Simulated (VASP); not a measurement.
## Hf5Ta: single point with LDA

Hf5Ta, a slab with vacuum:

```
Hf Ta
1.0
     3.11897    0.00000    0.00000
     0.00000    4.94206    0.00000
     0.00000    0.00000   22.30260
Hf Ta
5 1
Direct
  0.75000 0.75000 0.36316
  0.25000 0.25000 0.40272
  0.75000 0.25000 0.52266
  0.75000 0.75000 0.59728
  0.25000 0.25000 0.63684
  0.25000 0.75000 0.47734
```

```yaml
Program: VASP 6.6.1
Task: single point
Functional: LDA
Potentials_or_basis: VASP PAW LDA potentials, release 64 (Hf_pv, Ta_pv)
Cutoff: 520 eV
k_mesh: 12 × 8 × 1
Occupations: fermi-dirac, width 0.05 eV
Spin: no spin polarisation
```

The largest force is 0.904 eV/Å and the band gap on the k mesh is zero (an odd number of electrons rules out a gap without spin polarisation).

Forces on the atoms (eV/Å):
```
Hf   0.000  0.000  0.904
Hf   0.000  0.000  0.094
Hf   0.000  0.000 -0.241
Hf   0.000  0.000 -0.361
Hf   0.000  0.000 -0.023
Ta   0.000  0.000 -0.373
```

Levels at points of the mesh, in eV from the Fermi level:
| k point | band 27 | band 28 | band 29 | band 30 | band 31 | band 32 | band 33 | band 34 |
| --- | --- | --- | --- | --- | --- | --- | --- | --- |
| (0.00, 0.00, 0.00) | -0.57 | -0.50 | -0.16 | -0.04 | 0.44 | 0.53 | 0.64 | 1.04 |
| (0.50, 0.00, 0.00) | -1.38 | -1.37 | -1.05 | -1.05 | 0.27 | 0.36 | 0.39 | 0.43 |
| (0.00, 0.50, 0.00) | -0.98 | -0.92 | -0.16 | -0.11 | 0.03 | 0.30 | 0.51 | 0.56 |
| (0.50, 0.50, 0.00) | -1.14 | -1.04 | -0.74 | -0.54 | 0.36 | 0.39 | 0.76 | 0.77 |

Wall time 31 min on 1 thread of Intel(R) Xeon(R) Platinum 8375C CPU @ 2.90GHz (Ice Lake), on a shared host, peak memory 0.59 GiB.

Caveat: spin-orbit coupling is left out, which moves the levels of the heavy elements.
